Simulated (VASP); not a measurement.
# AgCl (I-4m2) in VASP: further runs

AgCl is run at these levels: PBE, r2SCAN; tasks: single point.

All numbers are computed with VASP 6.6.1; they aren't measurements. Logs are shortened: lines on timing, memory, paths and dates and some standing lists are left out, and cuts for length are marked.

## 1. The cell of the first run

The structure is tetragonal, space group I-4m2 (No. 119). The conventional cell has a = 4.233 Å, b = 4.233 Å, c = 5.646 Å, α = 90.00°, β = 90.00°, γ = 90.00°. Within 3.4 Å of Ag (site symmetry -4m2) lie 4 Cl at 2.54 Å. Within 3.4 Å of Cl (site symmetry -4m2) lie 4 Ag at 2.54 Å.

## 2. Single point, PBE (uniaxial z strain -5.7%)

INCAR reads:

```
PREC = Accurate
ENCUT = 520
EDIFF = 1E-6
ISMEAR = -1
SIGMA = 0.02
LREAL = False
LASPH = True
NELM = 100
ALGO = Normal
ISIF = 2
LWAVE = False
LCHARG = False
GGA = PE
NBANDS = 16
```

KPOINTS reads:

```
Automatic mesh
0
Gamma
  8 8 8
```

POSCAR reads:

```
AgCl
1.0
    0.0000000000      2.9932461898      2.8229304816
    2.9932461898      0.0000000000      2.8229304816
    2.9932461898      2.9932461898      0.0000000000
Ag Cl
1 1
Direct
    0.0000000000      0.0000000000      0.0000000000
    0.2500000000      0.2500000000      0.2500000000
```

Potentials or basis: VASP PAW PBE potentials, release 64 (Ag, Cl).

Launch:

```console
$ cat potpaw_PBE.64/Ag/POTCAR potpaw_PBE.64/Cl/POTCAR > POTCAR
$ mpirun -np 1 vasp_std > vasp.out
```

OUTCAR:

```text
PREC = Accurate
   ENCUT = 520
   EDIFF = 1E-6
   ISMEAR = -1
   LREAL = False
   LASPH = True
   NELM = 100
   ISIF = 2
   GGA = PE

 ion  position               nearest neighbor table
   1  0.000  0.000  0.000-   2 2.54   2 2.54   2 2.54   2 2.54
   2  0.250  0.250  0.250-   1 2.54   1 2.54   1 2.54   1 2.54

  LATTYP: Found a body centered tetragonal cell.
 ALAT       =     4.2330893571
 C/A-ratio  =     1.3337448107

  Lattice vectors:

 A1 = (   0.0000000000,  -2.9932461898,  -2.8229304816)
 A2 = (   0.0000000000,   2.9932461898,  -2.8229304816)
 A3 = (   2.9932461898,   0.0000000000,   2.8229304816)

Analysis of symmetry for initial positions (statically):
=====================================================================
 Subroutine PRICEL returns:
 Original cell was already a primitive cell.

 Routine SETGRP: Setting up the symmetry group for a
 body centered tetragonal supercell.

 Subroutine GETGRP returns: Found  8 space group operations
 (whereof  8 operations were pure point group operations)
 out of a pool of 16 trial point group operations.

The static configuration has the point symmetry D_2d.

Analysis of symmetry for dynamics (positions and initial velocities):
=====================================================================
 Subroutine PRICEL returns:
 Original cell was already a primitive cell.

 Routine SETGRP: Setting up the symmetry group for a
 body centered tetragonal supercell.

 Subroutine GETGRP returns: Found  8 space group operations
 (whereof  8 operations were pure point group operations)
 out of a pool of 16 trial point group operations.

The dynamic configuration has the point symmetry D_2d.

 Subroutine INISYM returns: Found  8 space group operations
 (whereof  8 operations are pure point group operations),
 and found     1 'primitive' translations

----------------------------------------------------------------------------------------

                                     Primitive cell

  volume of cell :      50.5842

  direct lattice vectors                    reciprocal lattice vectors
     0.000000000  2.993246190  2.822930482    -0.167042725  0.167042725  0.177120904
     2.993246190  0.000000000  2.822930482     0.167042725 -0.167042725  0.177120904
     2.993246190  2.993246190  0.000000000     0.167042725  0.167042725 -0.177120904

  length of vectors
     4.114420890  4.114420890  4.233089357     0.295259816  0.295259816  0.295259816

  position of ions in fractional coordinates (direct lattice)
     0.000000000  0.000000000  0.000000000
     0.250000000  0.250000000  0.250000000

  ion indices of the primitive-cell ions
   primitive index   ion index
                 1           1
                 2           2

----------------------------------------------------------------------------------------

 KPOINTS: Automatic mesh

Automatic generation of k-mesh.
 Grid dimensions read from file:
 generate k-points for:    8    8    8

 Generating k-lattice:

  Cartesian coordinates                     Fractional coordinates (reciprocal lattice)
    -0.020880341  0.020880341  0.022140113     0.125000000  0.000000000  0.000000000
     0.020880341 -0.020880341  0.022140113     0.000000000  0.125000000  0.000000000
     0.020880341  0.020880341 -0.022140113     0.000000000  0.000000000  0.125000000

  Length of vectors
     0.036907477  0.036907477  0.036907477

  Shift w.r.t. Gamma in fractional coordinates (k-lattice)
     0.000000000  0.000000000  0.000000000

 Subroutine IBZKPT returns following result:
 ===========================================

 Found     59 irreducible k-points:

 Following reciprocal coordinates:
            Coordinates               Weight
  0.000000  0.000000  0.000000      1.000000
  0.125000 -0.000000  0.000000      8.000000
  0.250000 -0.000000  0.000000      8.000000
  0.375000 -0.000000  0.000000      8.000000
  0.500000 -0.000000  0.000000      4.000000
  0.125000  0.125000  0.000000      2.000000
[... 16 lines left out ...]
  0.250000 -0.000000  0.125000     16.000000
  0.375000 -0.000000  0.125000     16.000000
 [... further k-points ...]
   k-points           NKPTS =     59   k-points in BZ     NKDIM =     59   number of bands    NBANDS=     16
   number of dos      NEDOS =    301   number of ions     NIONS =      2
   total plane-waves  NPLWV =  32768
   dimension x,y,z NGX =    32 NGY =   32 NGZ =   32
   dimension x,y,z NGXF=    64 NGYF=   64 NGZF=   64
   ions per type =               1   1
   NGX,Y,Z   is equivalent  to a cutoff of  12.93, 12.93, 12.57 a.u.
   NGXF,Y,Z  is equivalent  to a cutoff of  25.86, 25.86, 25.13 a.u.
 SYSTEM =  unknown system
   PREC   = accura    normal or accurate (medium, high low for compatibility)
   ISTART =      0    job   : 0-new  1-cont  2-samecut
   ICHARG =      2    charge: 1-file 2-atom 10-const
   ISPIN  =      1    spin polarized calculation?
   LNONCOLLINEAR =      F non collinear calculations
   LSORBIT =      F    spin-orbit coupling
   LASPH  =      T    aspherical Exc in radial PAW
   ENCUT  =  520.0 eV  38.22 Ry    6.18 a.u.   7.65  7.65  7.87*2*pi/ulx,y,z
   NELM   =    100;   NELMIN=  2; NELMDL= -5     # of ELM steps
   EDIFF  = 0.1E-05   stopping-criterion for ELM
   LREAL  =      F    real-space projection
   EDIFFG = 0.1E-04   stopping-criterion for IOM
   NSW    =      0    number of steps for IOM
   IBRION =     -1    ionic relax: 0-MD 1-quasi-New 2-CG
   NFREE  =      0    steps in history (QN), initial steepest desc. (CG)
   ISIF   =      2    stress and relaxation
   ISYM   =      2    0-nonsym 1-usesym 2-fastsym
   POTIM  = 0.5000    time-step for ionic-motion
   TEBEG  =    0.0;   TEEND  =   0.0 temperature during run
   PSTRESS=    0.0 pullay stress
   NELECT =      18.0000    total number of electrons
   NUPDOWN=      -1.0000    fix difference up-down
   EMIN   =  10.00;   EMAX   =-10.00  energy-range for DOS
   EFERMI =   0.00;   METHOD = LEGACY
   ISMEAR =    -1;   SIGMA  =   0.02  broadening in eV -4-tet -1-fermi 0-gaus
   EFERMI_NEDOS =   21; number of points for ismear=-14 and -15
   IALGO  =     38    algorithm
   IMIX   =      4    mixing-type and parameters
     AMIX     =   0.40;   BMIX     =  1.00
     AMIX_MAG =   1.60;   BMIX_MAG =  1.00
  volume/ion in A,a.u.               =      25.29       170.68
  Fermi-wavevector in a.u.,A,eV,Ry     =   1.160096  2.192264 18.311034  1.345823
  Thomas-Fermi vector in A             =   2.296682
   LORBIT       =      0    0 simple, 1 ext, 2 COOP (PROOUT), +10 PAW based schemes
   GGA     = PE    functional components
   LHFCALC =     F    Hartree Fock is set to
   AEXX    =    0.0000 exact exchange contribution
   IVDW    =     0    specifies the selected vdW correction
   LEPSILON=     F    determine dielectric tensor
   LRPA    =     F    only Hartree local field effects (RPA)
 non-spin polarized calculation
  energy-cutoff  :      520.00
  volume of cell :       50.58
 maximum number of plane-waves:      1376
   NGX = 15   NGY = 15   NGZ = 15

 number of electron      18.0000006 magnetization

 Free energy of the ion-electron system (eV)
  ---------------------------------------------------
  ext. energy  EPLUGINS =         0.00000000
  ---------------------------------------------------
  free energy    TOTEN  =        -5.40413284 eV

  energy without entropy =       -5.40413284  energy(sigma->0) =       -5.40413284

 E-fermi :   2.8481     XC(G=0):  -8.8307

 val. band max:        2.4170083345   @ k =   0.0000   0.0000   0.0000
 cond. band min:       3.5565603006   @ k =   0.0000   0.0000   0.0000
 fundamental gap:      1.1395519661
 Fermi energy:         2.8481288321

 k-point     1 :       0.0000    0.0000    0.0000
  band No.  band energies     occupation
      1     -12.8235      2.00000
      2      -2.0989      2.00000
      3      -2.0989      2.00000
      4      -2.0450      2.00000
      5       0.0048      2.00000
      6       0.0755      2.00000
[... 8 lines left out ...]
     15      15.1943      0.00000
     16      15.5821      0.00000

 k-point     2 :       0.1250   -0.0000    0.0000
  band No.  band energies     occupation
      1     -12.7927      2.00000
      2      -2.1384      2.00000
      3      -2.0718      2.00000
      4      -2.0169      2.00000
      5       0.0044      2.00000
      6       0.0661      2.00000
[... 8 lines left out ...]
     15      14.6157      0.00000
     16      15.8246      0.00000

 k-point     3 :       0.2500   -0.0000    0.0000
  band No.  band energies     occupation
      1     -12.7177      2.00000
      2      -2.2096      2.00000
      3      -2.0101      2.00000
      4      -1.9299      2.00000
      5       0.0250      2.00000
      6       0.0596      2.00000
[... 8 lines left out ...]
     15      14.2211      0.00000
     16      15.0900      0.00000

 k-point     4 :       0.3750   -0.0000    0.0000
  band No.  band energies     occupation
      1     -12.6413      2.00000
      2      -2.2099      2.00000
      3      -1.9552      2.00000
      4      -1.8462      2.00000
      5       0.0844      2.00000
      6       0.0867      2.00000
[... 8 lines left out ...]
     15      14.9478      0.00000
     16      15.0466      0.00000
[... 324 lines left out ...]
 k-point    22 :       0.1250    0.0000    0.1250
  band No.  band energies     occupation
      1     -12.7838      2.00000
      2      -2.1861      2.00000
      3      -2.0516      2.00000
      4      -1.9671      2.00000
      5      -0.0252      2.00000
      6       0.0852      2.00000
[... 8 lines left out ...]
     15      15.0723      0.00000
     16      16.6248      0.00000

 k-point    23 :       0.2500   -0.0000    0.1250
  band No.  band energies     occupation
      1     -12.7245      2.00000
      2      -2.2513      2.00000
      3      -1.9919      2.00000
      4      -1.8824      2.00000
      5      -0.0431      2.00000
      6       0.1001      2.00000
[... 8 lines left out ...]
     15      14.8833      0.00000
     16      16.4626      0.00000

 k-point    24 :       0.3750   -0.0000    0.1250
  band No.  band energies     occupation
      1     -12.6486      2.00000
      2      -2.2393      2.00000
      3      -1.9414      2.00000
      4      -1.7996      2.00000
      5      -0.0014      2.00000
      6       0.1218      2.00000
[... 8 lines left out ...]
     15      15.1667      0.00000
     16      15.8219      0.00000

 [... further k-points ...]

------------------------ aborting loop because EDIFF is reached ----------------------------------------

  FORCE on cell =-STRESS in cart. coord.  units (eV):
  Direction    XX          YY          ZZ          XY          YZ          ZX
  --------------------------------------------------------------------------------------
  -------------------------------------------------------------------------------------
  Total        1.0887419      1.0887419      1.0469008      0.0000000      0.0000000     -0.0000000
  in kB       34.4842248     34.4842248     33.1589727      0.0000000      0.0000000     -0.0000000
  external PRESSURE =      34.0424741 kB  Pullay stress =       0.0000000 kB

 VOLUME and BASIS-vectors are now :
 -----------------------------------------------------------------------------
  energy-cutoff  :      520.00
  volume of cell :       50.58
      direct lattice vectors                 reciprocal lattice vectors
     0.000000000  2.993246190  2.822930482    -0.167042725  0.167042725  0.177120904
     2.993246190  0.000000000  2.822930482     0.167042725 -0.167042725  0.177120904
     2.993246190  2.993246190  0.000000000     0.167042725  0.167042725 -0.177120904

 POSITION                                       TOTAL-FORCE (eV/Angst)
 -----------------------------------------------------------------------------------
      0.00000      0.00000      0.00000         0.000000      0.000000      0.000000
      1.49662      1.49662      1.41147        -0.000000     -0.000000      0.000000
 -----------------------------------------------------------------------------------
    total drift:                               -0.000000     -0.000000      0.000000

  FREE ENERGIE OF THE ION-ELECTRON SYSTEM (eV)
  ---------------------------------------------------
  free  energy   TOTEN  =        -5.4041328402 eV

  energy  without entropy=       -5.4041328402  energy(sigma->0) =       -5.40413284
```

Wall time 13 s (1 thread of Intel Xeon 6975P-C (Granite Rapids), shared host); peak memory 0.2 GiB.

Results:

| Property | Result |
| --- | --- |
| Free energy | -5.4041 eV |
| Pressure | 3.4 GPa |
| Band gap on the k mesh | 1.14 eV |

Stress tensor (GPa, compression positive):
```
3.45 0.00 0.00
0.00 3.45 0.00
0.00 0.00 3.32
```

Caveat: the cell differs from its parent crystal (uniaxial z strain -5.7%); the cell stands under pressure.

## 3. Single point, r2SCAN (uniaxial z strain -5.7%)

POSCAR is that of step 2.

INCAR.step1 reads:

```
SYSTEM = AgCl
PREC = Accurate ; ENCUT = 520
ISMEAR = 0 ; SIGMA = 0.01
LREAL = .False. ; LASPH = .True.
NELM = 80 ; NBANDS = 16
GGA = PE ; ALGO = Normal
EDIFF = 1E-4 ; LWAVE = .True.
LCHARG = .False.
```

INCAR.step2 reads:

```
SYSTEM = AgCl
PREC = Accurate ; ENCUT = 520
EDIFF = 1E-6 ; ISMEAR = 0
SIGMA = 0.01 ; LREAL = .False.
LASPH = .True. ; NELM = 80
ALGO = Normal ; ISIF = 2
LWAVE = .False. ; LCHARG = .False.
METAGGA = R2SCAN ; LMIXTAU = .True.
NBANDS = 16 ; ISTART = 1
```

KPOINTS reads:

```
regular mesh
0
Gamma
  8 8 8
  0 0 0
```

Potentials or basis: VASP PAW PBE potentials, release 64 (Ag, Cl).

Launch:

```console
$ cat potpaw_PBE.64/Ag/POTCAR potpaw_PBE.64/Cl/POTCAR > POTCAR
$ cp INCAR.step1 INCAR
$ mpirun -np 1 vasp_std > vasp.out
$ cp INCAR.step2 INCAR
$ mpirun -np 1 vasp_std > vasp.out
```

It took 55 s on 1 thread of Intel Xeon 6975P-C (Granite Rapids), shared host; peak memory 0.21 GiB.

The run converged. Its results:

```
Free energy            : -28.5240 eV
Pressure               : 2.2 GPa
Band gap on the k mesh : 1.49 eV
```

Stress tensor (GPa, compression positive):
```
2.31 0.00 0.00
0.00 2.31 0.00
0.00 0.00 2.08
```

Levels at points of the mesh, in eV from the valence-band top:
```tsv
k point	band 7	band 8	band 9	band 10	band 11	band 12
(0.00, 0.00, 0.00)	-0.08	-0.08	0.00	1.49	8.56	8.56
(0.50, 0.00, 0.00)	-2.19	-0.71	-0.67	4.15	7.04	8.65
(0.50, 0.50, 0.00)	-1.81	-1.56	-1.56	4.88	5.80	9.36
(0.50, 0.00, 0.50)	-1.94	-1.66	-1.45	4.97	6.13	8.83
```

Caveat: the cell differs from its parent crystal (uniaxial z strain -5.7%); the PAW data sets were made with another functional, which shifts forces and pressure a little.
